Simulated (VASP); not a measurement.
Crystal: SiC.

```
Si C
1.0
     3.09500    0.00000    0.00000
    -1.54750    2.68035    0.00000
     0.00000    0.00000   15.17000
Si C
6 6
Cartesian
  0.0000 0.0000 1.8962
  0.0000 0.0000 9.4812
  0.0000 1.7869 4.4251
  1.5475 0.8934 12.0101
  0.0000 1.7869 14.5374
  1.5475 0.8934 6.9524
  0.0000 0.0000 0.0000
  0.0000 0.0000 7.5850
  0.0000 1.7869 2.5288
  1.5475 0.8934 10.1138
  0.0000 1.7869 12.6412
  1.5475 0.8934 5.0562
```

```yaml
Program: VASP 6.6.1
Task: relaxation of cell and atoms
Functional: LDA
Potentials_or_basis: VASP PAW LDA potentials, release 64 (Si, C)
Cutoff: 600 eV
k_mesh: 8 × 8 × 2
Occupations: gaussian, width 0.01 eV
Spin: no spin polarisation
```

At the start: pressure -7.0 GPa; volume 10.49 Å³/atom.

How do energy, volume and symmetry change on relaxing?

Over 8 steps the energy falls by 7.7 meV/atom and the volume is 10.15 Å³/atom (-3.2 %); space group P6_3mc (No. 186, to 0.1 Å) before and after.

Step by step:
```csv
step,energy change (eV),largest force (eV/Å),pressure (GPa),volume (Å³)
1,0.0000,0.1446,-7.04,125.85
2,0.0157,0.1286,8.50,117.63
3,-0.0926,0.0264,-0.05,121.81
4,-0.0926,0.0262,0.10,121.73
5,-0.0927,0.0129,0.11,121.73
6,-0.0927,0.0136,0.11,121.73
7,-0.0927,0.0090,-0.09,121.83
8,-0.0927,0.0011,0.00,121.79
```

Final structure:
```
CELL_PARAMETERS angstrom
3.06031 0.00000 0.00000
-1.53016 2.65031 0.00000
0.00000 0.00000 15.01558
ATOMIC_POSITIONS crystal
Si 0.00000 0.00000 0.12505
Si 0.00000 0.00000 0.62505
Si 0.33333 0.66667 0.29182
Si 0.66667 0.33333 0.79182
Si 0.33333 0.66667 0.95831
Si 0.66667 0.33333 0.45831
C 0.00000 0.00000 0.99969
C 0.00000 0.00000 0.49969
C 0.33333 0.66667 0.16683
C 0.66667 0.33333 0.66683
C 0.33333 0.66667 0.83331
C 0.66667 0.33333 0.33331
```
